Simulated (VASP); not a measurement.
# BeCdRe (P4/nmm) in VASP: further runs, part 2 of 2

VASP 6.6.1. Earlier steps stand in the parts before.

**3. Single point, PBE**

This run uses another cell than the first one, of 15.35 Å³/atom, 1.095 times its volume.

Contents of INCAR:

```
PREC = Accurate ; ENCUT = 520
EDIFF = 1E-6 ; ISMEAR = 0
SIGMA = 0.1 ; LREAL = False
LASPH = True ; NELM = 80
ALGO = Normal ; ISIF = 2
LWAVE = False ; LCHARG = False
GGA = PE ; NBANDS = 30
```

Contents of KPOINTS:

```
regular mesh
0
Gamma
  6 6 4
```

Contents of POSCAR:

```
BeCdRe
1.0
    3.6915248694      0.0000000000      0.0000000000
    0.0000000000      3.6915248694      0.0000000000
    0.0000000000      0.0000000000      6.7586310140
Be Cd Re
2 2 2
Direct
    0.5000000000      0.0000000000      0.2410473857
    0.0000000000      0.5000000000      0.7589526143
    0.5000000000      0.0000000000      0.6312967903
    0.0000000000      0.5000000000      0.3687032097
    0.0000000000      0.0000000000      0.0000000000
    0.5000000000      0.5000000000      0.0000000000
```

Potentials or basis: VASP PAW PBE potentials, release 64 (Be, Cd, Re).

Launch:

```bash
cat potpaw_PBE.64/Be/POTCAR potpaw_PBE.64/Cd/POTCAR potpaw_PBE.64/Re/POTCAR > POTCAR
mpirun -np 1 vasp_std > vasp.out
```

OUTCAR:

```text
PREC = Accurate
   ENCUT = 520
   EDIFF = 1E-6
   ISMEAR = 0
   LREAL = False
   LASPH = True
   NELM = 80
   ISIF = 2
   GGA = PE

 ion  position               nearest neighbor table
   1  0.500  0.000  0.241-   5 2.46   6 2.46   6 2.46   5 2.46   3 2.64   4 2.75   4 2.75   4 2.75
                             4 2.75
   2  0.000  0.500  0.759-   5 2.46   6 2.46   5 2.46   6 2.46   4 2.64   3 2.75   3 2.75   3 2.75
                             3 2.75
   3  0.500  0.000  0.631-   1 2.64   2 2.75   2 2.75   2 2.75   2 2.75   6 3.10   6 3.10   5 3.10
                             5 3.10   4 3.16   4 3.16   4 3.16   4 3.16
   4  0.000  0.500  0.369-   2 2.64   1 2.75   1 2.75   1 2.75   1 2.75   5 3.10   6 3.10   6 3.10
                             5 3.10   3 3.16   3 3.16   3 3.16   3 3.16
   5  0.000  0.000  0.000-   1 2.46   2 2.46   2 2.46   1 2.46   6 2.61   6 2.61   6 2.61   6 2.61
                             4 3.10   3 3.10   4 3.10   3 3.10
   6  0.500  0.500  0.000-   1 2.46   2 2.46   1 2.46   2 2.46   5 2.61   5 2.61   5 2.61   5 2.61
                             4 3.10   4 3.10   3 3.10   3 3.10

  LATTYP: Found a simple tetragonal cell.
 ALAT       =     3.6915248694
 C/A-ratio  =     1.8308507333

  Lattice vectors:

 A1 = (   3.6915248694,   0.0000000000,   0.0000000000)
 A2 = (   0.0000000000,   3.6915248694,   0.0000000000)
 A3 = (   0.0000000000,   0.0000000000,   6.7586310140)

Analysis of symmetry for initial positions (statically):
=====================================================================
 Subroutine PRICEL returns:
 Original cell was already a primitive cell.

 Routine SETGRP: Setting up the symmetry group for a
 simple tetragonal supercell.

 Subroutine GETGRP returns: Found 16 space group operations
 (whereof  8 operations were pure point group operations)
 out of a pool of 16 trial point group operations.

The static configuration has the point symmetry D_2d.
 The point group associated with its full space group is D_4h.

Analysis of symmetry for dynamics (positions and initial velocities):
=====================================================================
 Subroutine PRICEL returns:
 Original cell was already a primitive cell.

 Routine SETGRP: Setting up the symmetry group for a
 simple tetragonal supercell.

 Subroutine GETGRP returns: Found 16 space group operations
 (whereof  8 operations were pure point group operations)
 out of a pool of 16 trial point group operations.

The dynamic configuration has the point symmetry D_2d.
 The point group associated with its full space group is D_4h.

 Subroutine INISYM returns: Found 16 space group operations
 (whereof  8 operations are pure point group operations),
 and found     1 'primitive' translations

----------------------------------------------------------------------------------------

                                     Primitive cell

  volume of cell :      92.1023

  direct lattice vectors                    reciprocal lattice vectors
     3.691524869  0.000000000  0.000000000     0.270890766  0.000000000  0.000000000
     0.000000000  3.691524869  0.000000000     0.000000000  0.270890766  0.000000000
     0.000000000  0.000000000  6.758631014     0.000000000  0.000000000  0.147958958

  length of vectors
     3.691524869  3.691524869  6.758631014     0.270890766  0.270890766  0.147958958
[... 49 lines left out ...]
  0.500000  0.000000  0.000000      2.000000
  0.166667  0.166667  0.000000      4.000000
  0.333333  0.166667  0.000000      8.000000
[... 16 lines left out ...]
  0.333333  0.000000  0.500000      4.000000
  0.500000  0.000000  0.500000      2.000000
 [... further k-points ...]
   k-points           NKPTS =     30   k-points in BZ     NKDIM =     30   number of bands    NBANDS=     30
   number of dos      NEDOS =    301   number of ions     NIONS =      6
   total plane-waves  NPLWV =  39200
   dimension x,y,z NGX =    28 NGY =   28 NGZ =   50
   dimension x,y,z NGXF=    56 NGYF=   56 NGZF=  100
   ions per type =               2   2   2
   NGX,Y,Z   is equivalent  to a cutoff of  12.61, 12.61, 12.30 a.u.
   NGXF,Y,Z  is equivalent  to a cutoff of  25.22, 25.22, 24.60 a.u.
 SYSTEM =  unknown system
   PREC   = accura    normal or accurate (medium, high low for compatibility)
   ISTART =      0    job   : 0-new  1-cont  2-samecut
   ICHARG =      2    charge: 1-file 2-atom 10-const
   ISPIN  =      1    spin polarized calculation?
   LNONCOLLINEAR =      F non collinear calculations
   LSORBIT =      F    spin-orbit coupling
   LASPH  =      T    aspherical Exc in radial PAW
   ENCUT  =  520.0 eV  38.22 Ry    6.18 a.u.   6.86  6.86 12.57*2*pi/ulx,y,z
   NELM   =     80;   NELMIN=  2; NELMDL= -5     # of ELM steps
   EDIFF  = 0.1E-05   stopping-criterion for ELM
   LREAL  =      F    real-space projection
   EDIFFG = 0.1E-04   stopping-criterion for IOM
   NSW    =      0    number of steps for IOM
   IBRION =     -1    ionic relax: 0-MD 1-quasi-New 2-CG
   NFREE  =      0    steps in history (QN), initial steepest desc. (CG)
   ISIF   =      2    stress and relaxation
   ISYM   =      2    0-nonsym 1-usesym 2-fastsym
   POTIM  = 0.5000    time-step for ionic-motion
   TEBEG  =    0.0;   TEEND  =   0.0 temperature during run
   PSTRESS=    0.0 pullay stress
   NELECT =      42.0000    total number of electrons
   NUPDOWN=      -1.0000    fix difference up-down
   EMIN   =  10.00;   EMAX   =-10.00  energy-range for DOS
   EFERMI =   0.00;   METHOD = LEGACY
   ISMEAR =     0;   SIGMA  =   0.10  broadening in eV -4-tet -1-fermi 0-gaus
   EFERMI_NEDOS =   21; number of points for ismear=-14 and -15
   IALGO  =     38    algorithm
   IMIX   =      4    mixing-type and parameters
     AMIX     =   0.40;   BMIX     =  1.00
     AMIX_MAG =   1.60;   BMIX_MAG =  1.00
  volume/ion in A,a.u.               =      15.35       103.59
  Fermi-wavevector in a.u.,A,eV,Ry     =   1.260089  2.381223 21.603654  1.587824
  Thomas-Fermi vector in A             =   2.393616
   LORBIT       =      0    0 simple, 1 ext, 2 COOP (PROOUT), +10 PAW based schemes
   GGA     = PE    functional components
   LHFCALC =     F    Hartree Fock is set to
   AEXX    =    0.0000 exact exchange contribution
   IVDW    =     0    specifies the selected vdW correction
   LEPSILON=     F    determine dielectric tensor
   LRPA    =     F    only Hartree local field effects (RPA)
 non-spin polarized calculation
 Gauss-broadening in eV      SIGMA  =   0.10
  energy-cutoff  :      520.00
  volume of cell :       92.10
 maximum number of plane-waves:      2506
 NGX is ok and might be reduce to    28
   NGX = 13   NGY = 13   NGZ = 25

 number of electron      42.0000006 magnetization

 Free energy of the ion-electron system (eV)
  ---------------------------------------------------
  ext. energy  EPLUGINS =         0.00000000
  ---------------------------------------------------
  free energy    TOTEN  =       -31.77090707 eV

  energy without entropy =      -31.75282466  energy(sigma->0) =      -31.76186586

 E-fermi :   4.8440     XC(G=0): -11.6840

 val. band max:        4.8303254945   @ k =   0.3333   0.1667   0.0000
 cond. band min:       4.8445807877   @ k =   0.3333   0.3333   0.5000
 fundamental gap:      0.0142552932
 Fermi energy:         4.8439541600

 k-point     1 :       0.0000    0.0000    0.0000
  band No.  band energies     occupation
      1      -4.6559      2.00000
      2      -4.2175      2.00000
      3      -4.1027      2.00000
      4      -3.7899      2.00000
      5      -3.7899      2.00000
      6      -3.7748      2.00000
[... 781 lines left out ...]
     29      11.0049      0.00000
     30      11.0049      0.00000

 [... further k-points ...]

------------------------ aborting loop because EDIFF is reached ----------------------------------------

  FORCE on cell =-STRESS in cart. coord.  units (eV):
  Direction    XX          YY          ZZ          XY          YZ          ZX
  --------------------------------------------------------------------------------------
  -------------------------------------------------------------------------------------
  Total        0.0301233      0.0301233      0.4301811      0.0000000     -0.0000000      0.0000000
  in kB        0.5240142      0.5240142      7.4832736      0.0000000     -0.0000000      0.0000000
  external PRESSURE =       2.8437673 kB  Pullay stress =       0.0000000 kB

 VOLUME and BASIS-vectors are now :
 -----------------------------------------------------------------------------
  energy-cutoff  :      520.00
  volume of cell :       92.10
      direct lattice vectors                 reciprocal lattice vectors
     3.691524869  0.000000000  0.000000000     0.270890766  0.000000000  0.000000000
     0.000000000  3.691524869  0.000000000     0.000000000  0.270890766  0.000000000
     0.000000000  0.000000000  6.758631014     0.000000000  0.000000000  0.147958958

 POSITION                                       TOTAL-FORCE (eV/Angst)
 -----------------------------------------------------------------------------------
      1.84576      0.00000      1.62915        -0.000000      0.000000      0.020283
      0.00000      1.84576      5.12948         0.000000      0.000000     -0.020283
      1.84576      0.00000      4.26670         0.000000      0.000000     -0.000242
      0.00000      1.84576      2.49193         0.000000     -0.000000      0.000242
      0.00000      0.00000      0.00000         0.000000      0.000000     -0.000000
      1.84576      1.84576      0.00000         0.000000     -0.000000     -0.000000
 -----------------------------------------------------------------------------------
    total drift:                                0.000000      0.000000      0.000000

  FREE ENERGIE OF THE ION-ELECTRON SYSTEM (eV)
  ---------------------------------------------------
  free  energy   TOTEN  =       -31.7709070666 eV

  energy  without entropy=      -31.7528246632  energy(sigma->0) =      -31.76186586
```

stdout:

```text
POSCAR found type information on POSCAR BeCdRe
 POSCAR found :  3 types and       6 ions
 scaLAPACK will be used
 LDA part: xc-table for (Slater+PW92), standard interpolation
 POSCAR, INCAR and KPOINTS ok, starting setup
 FFT: planning ... GRIDC
 FFT: planning ... GRID_SOFT
 FFT: planning ... GRID
 WAVECAR not read
 entering main loop
```

Wall time 41 s (1 thread of Intel Xeon 6975P-C (Granite Rapids), shared host); peak memory 0.23 GiB.

Results:

```yaml
Free_energy: -31.7709 eV
Pressure: 0.3 GPa
Largest_force: 0.020 eV/Å
Band_gap_on_the_k_mesh: zero (band 21 reaches 6.06 eV, above the bottom of band 22 at 3.51 eV)
```

Forces on the atoms (eV/Å):
```
Be   0.000  0.000  0.020
Be   0.000  0.000 -0.020
Cd   0.000  0.000  0.000
Cd   0.000  0.000  0.000
Re   0.000  0.000  0.000
Re   0.000  0.000  0.000
```

Levels at points of the mesh, in eV from the Fermi level:
```tsv
k point	band 17	band 18	band 19	band 20	band 21	band 22	band 23	band 24	band 25	band 26
(0.00, 0.00, 0.00)	-3.25	-2.30	0.08	0.50	0.50	1.77	1.77	3.32	3.84	5.73
(0.50, 0.00, 0.00)	-1.91	-1.91	-1.31	-1.31	-0.59	-0.59	-0.21	-0.21	1.48	1.48
(0.50, 0.50, 0.00)	-2.32	-2.32	-0.64	-0.64	0.13	0.13	0.40	0.40	1.95	1.95
(0.00, 0.00, 0.50)	-3.46	-1.16	0.07	0.74	0.74	2.34	2.79	2.79	3.32	3.80
(0.50, 0.00, 0.50)	-1.92	-1.92	-1.59	-1.59	-1.34	-1.34	-0.21	-0.21	3.72	3.72
(0.50, 0.50, 0.50)	-2.31	-2.31	-2.06	-2.06	-0.37	-0.37	-0.12	-0.12	1.95	1.95
```

Caveat: spin-orbit coupling is left out, which moves the levels of the heavy elements.
